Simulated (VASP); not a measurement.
Set up this calculation in VASP 6.6.1, as the native input.

```
Task                   : single point
Functional             : PBEsol
Potentials or basis    : VASP PAW PBE potentials, release 64 (Ni, Fe)
Cutoff                 : 520 eV
k mesh                 : 8 × 8 × 8
Occupations            : fermi-dirac, width 0.05 eV
Spin                   : collinear spin, ferromagnetic start
Starting moments       : [1.0, 1.0, 1.0, 3.0] μB
Dipole correction      : no
Further INCAR settings : ALGO = Normal; EDIFF = 1e-06; NBANDS = 31
```

The structure of FeNi3 lies in POSCAR:

```
FeNi3
1.0
    3.4784571383      0.0000000000      0.0000000000
    0.0000000000      3.4784571383      0.0000000000
    0.0000000000      0.0000000000      3.4784571383
Ni Fe
3 1
Direct
    0.5000000000      0.5000000000      0.0000000000
    0.5000000000      0.0000000000      0.5000000000
    0.0000000000      0.5000000000      0.5000000000
    0.0000000000      0.0000000000      0.0000000000
```

One way to write it, as run:

INCAR

```
ALGO = Normal
EDIFF = 1E-6
ENCUT = 520
GGA = PS
ISIF = 2
ISMEAR = -1
ISPIN = 2
LASPH = T
LCHARG = T
LELF = T
LMAXMIX = 4
LORBIT = 11
LREAL = F
LVHAR = T
LWAVE = F
MAGMOM = 1 1 1 3
NBANDS = 31
NELM = 150
PREC = Accurate
SIGMA = 0.05
```

KPOINTS

```
k-points
0
Gamma
  8 8 8
```

Potentials or basis: VASP PAW PBE potentials, release 64 (Ni, Fe).

Launch:

```console
$ cat potpaw_PBE.64/Ni/POTCAR potpaw_PBE.64/Fe/POTCAR > POTCAR
$ mpirun -np 1 vasp_std > vasp.out
```

It gave:

```
Pressure                                              : 1.8 GPa
Net moment                                            : 4.65 μB per cell
Site moments                                          : Ni +0.61; Fe +2.82 μB
Valence electrons inside the program's atomic spheres : Ni 9.45; Fe 7.21
```

Caveat: the PAW data sets were made with another functional, which shifts forces and pressure a little.

Run time: 2.1 min on 1 thread of Oxide Virtual Turin-like Processor, with other jobs on the host, peak memory 0.18 GiB.
